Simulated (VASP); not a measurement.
# Zn4HSe4 (a cell with a defect) in VASP: further runs

The runs below take Zn4HSe4 (a cell with a defect) through single point, with PBEsol.

Everything below comes from runs of VASP 6.6.1. Logs are shortened: lines on timing, memory, paths and dates and some standing lists are left out, and cuts for length are marked.

**1. The cell of the first run**

The cell holds a defect, 9 atoms: a = 5.693 Å, b = 5.693 Å, c = 6.849 Å, α = 114.56°, β = 114.56°, γ = 90.00°.

**2. Single point, PBEsol**

INCAR

```
PREC = Accurate
ENCUT = 520
EDIFF = 1E-6
ISMEAR = 0
SIGMA = 0.05
LREAL = False
LASPH = True
NELM = 60
ALGO = Normal
ISIF = 2
LWAVE = False
LCHARG = True
GGA = PS
LELF = True
LVHAR = True
NELECT = 72.0
NBANDS = 46
```

KPOINTS

```
regular mesh
0
Gamma
  6 6 6
```

POSCAR

```
Zn4HSe4
1.0
   -4.0256375597     -4.0256375597      0.0000000000
   -4.0256375597      4.0256375597      0.0000000000
    4.0256375597      0.0000000000     -5.5406228226
Zn Se H
4 4 1
Direct
    0.5000000000      0.5000000000      0.0000000000
    0.0000000000      0.0000000000      0.0000000000
    0.0000000000      0.5000000000      0.0000000000
    0.5000000000      0.0000000000      0.0000000000
    0.1161581573      0.6161581573      0.7323163146
    0.6161581573      0.1161581573      0.7323163146
    0.8838418427      0.8838418427      0.2676836854
    0.3838418427      0.3838418427      0.2676836854
   -0.1250295623      0.3749704377     -0.7530638870
```

Potentials or basis: VASP PAW PBE potentials, release 64 (Zn, Se, H).

Command:

```
cat potpaw_PBE.64/Zn/POTCAR potpaw_PBE.64/Se/POTCAR potpaw_PBE.64/H/POTCAR > POTCAR
mpirun -np 1 vasp_std > vasp.out
```

OUTCAR:

```text
PREC = Accurate
   ENCUT = 520
   EDIFF = 1E-6
   ISMEAR = 0
   LREAL = False
   LASPH = True
   NELM = 60
   ISIF = 2
   GGA = PS
   NELECT = 72.0

 ion  position               nearest neighbor table
   1  0.500  0.500  0.000-   5 2.50   6 2.50   7 2.50   8 2.50   3 2.85   4 2.85   4 2.85   3 2.85

   2  0.000  0.000  0.000-   5 2.50   6 2.50   7 2.50   8 2.50   3 2.85   4 2.85   3 2.85   4 2.85

   3  0.000  0.500  0.000-   5 2.50   6 2.50   7 2.50   8 2.50   1 2.85   2 2.85   2 2.85   1 2.85

   4  0.500  0.000  0.000-   5 2.50   6 2.50   7 2.50   8 2.50   1 2.85   2 2.85   1 2.85   2 2.85

   5  0.116  0.616  0.732-   1 2.50   2 2.50   3 2.50   4 2.50
   6  0.616  0.116  0.732-   1 2.50   2 2.50   3 2.50   4 2.50
   7  0.884  0.884  0.268-   1 2.50   2 2.50   3 2.50   4 2.50
   8  0.384  0.384  0.268-   1 2.50   2 2.50   3 2.50   4 2.50
   9  0.875  0.375  0.247-

  LATTYP: Found a body centered tetragonal cell.
 ALAT       =     5.6931112341
 C/A-ratio  =     1.9464305526

  Lattice vectors:

 A1 = (   0.0000000000,  -4.0256375597,   5.5406228226)
 A2 = (   0.0000000000,   4.0256375597,   5.5406228226)
 A3 = (  -4.0256375597,   0.0000000000,  -5.5406228226)

Analysis of symmetry for initial positions (statically):
=====================================================================
 Subroutine PRICEL returns:
 Original cell was already a primitive cell.

 Routine SETGRP: Setting up the symmetry group for a
 body centered tetragonal supercell.

 Subroutine GETGRP returns: Found  2 space group operations
 (whereof  1 operations were pure point group operations)
 out of a pool of 16 trial point group operations.

The static configuration has the point symmetry C_1 .
 The point group associated with its full space group is C_1h.

Analysis of symmetry for dynamics (positions and initial velocities):
=====================================================================
 Subroutine PRICEL returns:
 Original cell was already a primitive cell.

 Routine SETGRP: Setting up the symmetry group for a
 body centered tetragonal supercell.

 Subroutine GETGRP returns: Found  2 space group operations
 (whereof  1 operations were pure point group operations)
 out of a pool of 16 trial point group operations.

The dynamic configuration has the point symmetry C_1 .
 The point group associated with its full space group is C_1h.

 Subroutine INISYM returns: Found  2 space group operations
 (whereof  1 operations are pure point group operations),
 and found     1 'primitive' translations

----------------------------------------------------------------------------------------

                                     Primitive cell

  volume of cell :     179.5800

  direct lattice vectors                    reciprocal lattice vectors
    -4.025637560 -4.025637560  0.000000000    -0.124203929 -0.124203929 -0.090242562
    -4.025637560  4.025637560  0.000000000    -0.124203929  0.124203929 -0.090242562
     4.025637560  0.000000000 -5.540622823     0.000000000  0.000000000 -0.180485125

  length of vectors
     5.693111234  5.693111234  6.848668413     0.197476459  0.197476459  0.180485125

  position of ions in fractional coordinates (direct lattice)
     0.500000000  0.500000000  0.000000000
     0.000000000  0.000000000  0.000000000
     0.000000000  0.500000000  0.000000000
     0.500000000  0.000000000  0.000000000
     0.116158157  0.616158157  0.732316315
     0.616158157  0.116158157  0.732316315
     0.883841843  0.883841843  0.267683685
     0.383841843  0.383841843  0.267683685
     0.874970438  0.374970438  0.246936113

  ion indices of the primitive-cell ions
   primitive index   ion index
                 1           1
                 2           2
                 3           3
                 4           4
                 5           5
                 6           6
                 7           7
                 8           8
                 9           9

----------------------------------------------------------------------------------------

 KPOINTS: regular mesh

Automatic generation of k-mesh.
 Grid dimensions read from file:
 generate k-points for:    6    6    6

 Generating k-lattice:

  Cartesian coordinates                     Fractional coordinates (reciprocal lattice)
    -0.020700655 -0.020700655 -0.015040427     0.166666667  0.000000000  0.000000000
    -0.020700655  0.020700655 -0.015040427     0.000000000  0.166666667  0.000000000
     0.000000000  0.000000000 -0.030080854     0.000000000  0.000000000  0.166666667

  Length of vectors
     0.032912743  0.032912743  0.030080854

  Shift w.r.t. Gamma in fractional coordinates (k-lattice)
     0.000000000  0.000000000  0.000000000

 Subroutine IBZKPT returns following result:
 ===========================================

 Found     68 irreducible k-points:

 Following reciprocal coordinates:
            Coordinates               Weight
  0.000000  0.000000  0.000000      1.000000
  0.166667  0.000000  0.000000      4.000000
  0.000000 -0.166667  0.166667      4.000000
  0.333333  0.000000  0.000000      4.000000
  0.000000 -0.333333  0.333333      4.000000
  0.500000  0.000000  0.000000      2.000000
[... 16 lines left out ...]
 -0.166667  0.166667  0.000000      2.000000
  0.166667  0.166667 -0.166667      2.000000
 [... further k-points ...]
   k-points           NKPTS =     68   k-points in BZ     NKDIM =     68   number of bands    NBANDS=     46
   number of dos      NEDOS =    301   number of ions     NIONS =      9
   total plane-waves  NPLWV =  95256
   dimension x,y,z NGX =    42 NGY =   42 NGZ =   54
   dimension x,y,z NGXF=    84 NGYF=   84 NGZF=  108
   ions per type =               4   4   1
   NGX,Y,Z   is equivalent  to a cutoff of  12.26, 12.26, 13.11 a.u.
   NGXF,Y,Z  is equivalent  to a cutoff of  24.53, 24.53, 26.22 a.u.
 SYSTEM =  unknown system
   PREC   = accura    normal or accurate (medium, high low for compatibility)
   ISTART =      0    job   : 0-new  1-cont  2-samecut
   ICHARG =      2    charge: 1-file 2-atom 10-const
   ISPIN  =      1    spin polarized calculation?
   LNONCOLLINEAR =      F non collinear calculations
   LSORBIT =      F    spin-orbit coupling
   LASPH  =      T    aspherical Exc in radial PAW
   ENCUT  =  520.0 eV  38.22 Ry    6.18 a.u.  10.59 10.59 12.73*2*pi/ulx,y,z
   NELM   =     60;   NELMIN=  2; NELMDL= -5     # of ELM steps
   EDIFF  = 0.1E-05   stopping-criterion for ELM
   LREAL  =      F    real-space projection
   EDIFFG = 0.1E-04   stopping-criterion for IOM
   NSW    =      0    number of steps for IOM
   IBRION =     -1    ionic relax: 0-MD 1-quasi-New 2-CG
   NFREE  =      0    steps in history (QN), initial steepest desc. (CG)
   ISIF   =      2    stress and relaxation
   ISYM   =      2    0-nonsym 1-usesym 2-fastsym
   POTIM  = 0.5000    time-step for ionic-motion
   TEBEG  =    0.0;   TEEND  =   0.0 temperature during run
   PSTRESS=    0.0 pullay stress
   NELECT =      72.0000    total number of electrons
   NUPDOWN=      -1.0000    fix difference up-down
   EMIN   =  10.00;   EMAX   =-10.00  energy-range for DOS
   EFERMI =   0.00;   METHOD = LEGACY
   ISMEAR =     0;   SIGMA  =   0.05  broadening in eV -4-tet -1-fermi 0-gaus
   EFERMI_NEDOS =   21; number of points for ismear=-14 and -15
   IALGO  =     38    algorithm
   IMIX   =      4    mixing-type and parameters
     AMIX     =   0.40;   BMIX     =  1.00
     AMIX_MAG =   1.60;   BMIX_MAG =  1.00
  volume/ion in A,a.u.               =      19.95       134.65
  Fermi-wavevector in a.u.,A,eV,Ry     =   1.207164  2.281210 19.827028  1.457245
  Thomas-Fermi vector in A             =   2.342810
   LORBIT       =      0    0 simple, 1 ext, 2 COOP (PROOUT), +10 PAW based schemes
   GGA     = PS    functional components
   LHFCALC =     F    Hartree Fock is set to
   AEXX    =    0.0000 exact exchange contribution
   IVDW    =     0    specifies the selected vdW correction
   LEPSILON=     F    determine dielectric tensor
   LRPA    =     F    only Hartree local field effects (RPA)
 non-spin polarized calculation
 Gauss-broadening in eV      SIGMA  =   0.05
  energy-cutoff  :      520.00
  volume of cell :      179.58
 maximum number of plane-waves:      4858
   NGX = 21   NGY = 21   NGZ = 25

 number of electron      71.9999966 magnetization

 Free energy of the ion-electron system (eV)
  ---------------------------------------------------
  ext. energy  EPLUGINS =         0.00000000
  ---------------------------------------------------
  free energy    TOTEN  =       -28.59090037 eV

  energy without entropy =      -28.58728136  energy(sigma->0) =      -28.58909087

 E-fermi :   1.4053     XC(G=0):  -9.6196

 val. band max:        1.4005706743   @ k =   0.1667   0.0000   0.0000
 cond. band min:       1.4299805651   @ k =  -0.1667  -0.1667   0.3333
 fundamental gap:      0.0294098908
 Fermi energy:         1.4053260387

 k-point     1 :       0.0000    0.0000    0.0000
  band No.  band energies     occupation
      1     -11.8793      2.00000
      2     -10.7405      2.00000
      3     -10.7287      2.00000
      4     -10.5655      2.00000
      5      -5.4512      2.00000
      6      -5.4508      2.00000
[... 38 lines left out ...]
     45       7.2606      0.00000
     46       7.5075      0.00000

 k-point     2 :       0.1667    0.0000    0.0000
  band No.  band energies     occupation
      1     -11.7991      2.00000
      2     -10.7896      2.00000
      3     -10.7549      2.00000
      4     -10.5934      2.00000
      5      -5.4876      2.00000
      6      -5.3957      2.00000
[... 38 lines left out ...]
     45       7.4715      0.00000
     46       7.7117      0.00000

 k-point     3 :       0.0000   -0.1667    0.1667
  band No.  band energies     occupation
      1     -11.7991      2.00000
      2     -10.7897      2.00000
      3     -10.7549      2.00000
      4     -10.5934      2.00000
      5      -5.4878      2.00000
      6      -5.3953      2.00000
[... 1018 lines left out ...]
     45       7.4208      0.00000
     46       7.7220      0.00000

 k-point    24 :       0.1667    0.1667   -0.1667
  band No.  band energies     occupation
      1     -11.7486      2.00000
      2     -10.8041      2.00000
      3     -10.7885      2.00000
      4     -10.5997      2.00000
      5      -5.4465      2.00000
      6      -5.3899      2.00000
[... 38 lines left out ...]
     45       7.4208      0.00000
     46       7.7221      0.00000

 [... further k-points ...]
[... 5 lines left out ...]
  --------------------------------------------------------------------------------------
  -------------------------------------------------------------------------------------
  Total       -7.4015515     -7.4029127     -8.4138688      0.0000000      0.0000000      0.0334603
  in kB      -66.0351885    -66.0473327    -75.0668848      0.0000000      0.0000000      0.2985263
  external PRESSURE =     -69.0498020 kB  Pullay stress =       0.0000000 kB

 VOLUME and BASIS-vectors are now :
 -----------------------------------------------------------------------------
  energy-cutoff  :      520.00
  volume of cell :      179.58
      direct lattice vectors                 reciprocal lattice vectors
    -4.025637560 -4.025637560  0.000000000    -0.124203929 -0.124203929 -0.090242562
    -4.025637560  4.025637560  0.000000000    -0.124203929  0.124203929 -0.090242562
     4.025637560  0.000000000 -5.540622823     0.000000000  0.000000000 -0.180485125

 POSITION                                       TOTAL-FORCE (eV/Angst)
 -----------------------------------------------------------------------------------
     -4.02564      0.00000      0.00000         0.001025     -0.158733      0.048702
      0.00000      0.00000      0.00000         0.001025      0.158733      0.048702
     -2.01282      2.01282      0.00000         0.161804      0.000000      0.047555
     -2.01282     -2.01282      0.00000        -0.155648      0.000000      0.049846
      0.00000      2.01282     -4.05749         0.001071      0.000000      0.522525
      0.00000     -2.01282     -4.05749         0.002961      0.000000      0.339222
     -6.03846      0.00000     -1.48313         0.003781      0.000636     -0.386696
     -2.01282      0.00000     -1.48313         0.003781     -0.000636     -0.386696
     -4.03773     -2.01282     -1.36818        -0.019801      0.000000     -0.283160
 -----------------------------------------------------------------------------------
    total drift:                               -0.000031     -0.000000     -0.000379

  FREE ENERGIE OF THE ION-ELECTRON SYSTEM (eV)
  ---------------------------------------------------
  free  energy   TOTEN  =       -28.5909003706 eV

  energy  without entropy=      -28.5872813643  energy(sigma->0) =      -28.58909087
```

Run time: 15 min. Hardware: 1 thread of Oxide Virtual Turin-like, shared host; peak memory 0.57 GiB.

What came out:

```yaml
Free_energy: -28.5909 eV
Largest_force: 0.523 eV/Å
```

Forces in eV/Å, atoms in the order of the input:
```
Zn   0.001 -0.159  0.049
Zn   0.001  0.159  0.049
Zn   0.162  0.000  0.048
Zn  -0.156  0.000  0.050
Se   0.001  0.000  0.523
Se   0.003  0.000  0.339
Se   0.004  0.001 -0.387
Se   0.004 -0.001 -0.387
H   -0.020  0.000 -0.283
```

Levels at points of the mesh, in eV from the Fermi level:
```
           k point  band 33  band 34  band 35  band 36  band 37  band 38  band 39  band 40
(0.00, 0.00, 0.00)    -2.28    -0.52     0.22     0.22     0.27     2.13     2.45     4.16
(0.50, 0.00, 0.00)    -1.32    -1.25    -0.82    -0.63     0.53     4.37     4.39     4.42
(0.00, 0.50, 0.50)    -1.32    -1.25    -0.82    -0.63     0.52     4.37     4.39     4.42
(0.50, 0.50, 0.00)    -0.70    -0.64    -0.55    -0.47     0.70     2.59     2.79     3.70
(0.50, 0.50, 0.50)    -0.70    -0.64    -0.55    -0.47     0.70     2.59     2.79     3.70
(0.00, 0.00, 0.50)    -1.86    -1.64    -0.57    -0.37    -0.37     2.36     3.33     3.50
```

Caveat: the cell carries a net charge on a neutralising background, which shifts energy and pressure; the cell is charged against a uniform background, so pressure and absolute levels hang on convention; the PAW data sets were made with another functional, which shifts forces and pressure a little.

(Part 1 of 2 ends here.)
